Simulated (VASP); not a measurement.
Runs of VASP 6.6.1 on CsTlS. The structure is that of space group P4/mmm (No. 123), or close to it. The cells are those of the table. The cell was built from a structure type or drawn by symmetry, and may not be a known phase.

```tsv
task	cell	k mesh	cutoff (eV)	gap on the mesh (eV)	pressure (GPa)	relaxed volume (Å³/atom)
relaxation of cell and atoms	relaxed from a = 4.730, b = 4.730, c = 5.378 Å, 3 atoms	4 × 4 × 4	600	none	0.0	(a)
relaxation of cell and atoms	relaxed from a = 4.988, b = 4.988, c = 5.497 Å, 3 atoms	10 × 10 × 8	600	none	0.0	48.28
single point	a = 4.988, b = 4.988, c = 5.497 Å, 3 atoms	4 × 4 × 4	520	none	0.2	-
single point	a = 5.049, b = 5.049, c = 5.664 Å, 3 atoms	10 × 10 × 8	520	none	0.0	-
single point	a = 4.730, b = 4.730, c = 5.378 Å, 3 atoms	4 × 4 × 4	520	none	2.4	-
```

Alike in all rows: level PBE; potentials or basis VASP PAW PBE potentials, release 64 (Cs_sv, Tl_d, S); no spin polarisation; smearing gaussian 0.1 eV.

Q: Estimate the missing entries.

A: (a) 46.62.

Caveats: spin-orbit coupling is left out, which moves the levels of the heavy elements; the volume moved by over 15 % at a fixed basis, so the end points are rough (at least some runs).

A k mesh can miss the band edges, and the runs leave out spin-orbit coupling on Cs, Tl.

A gap of «none» marks levels without a gap at the run's occupations.
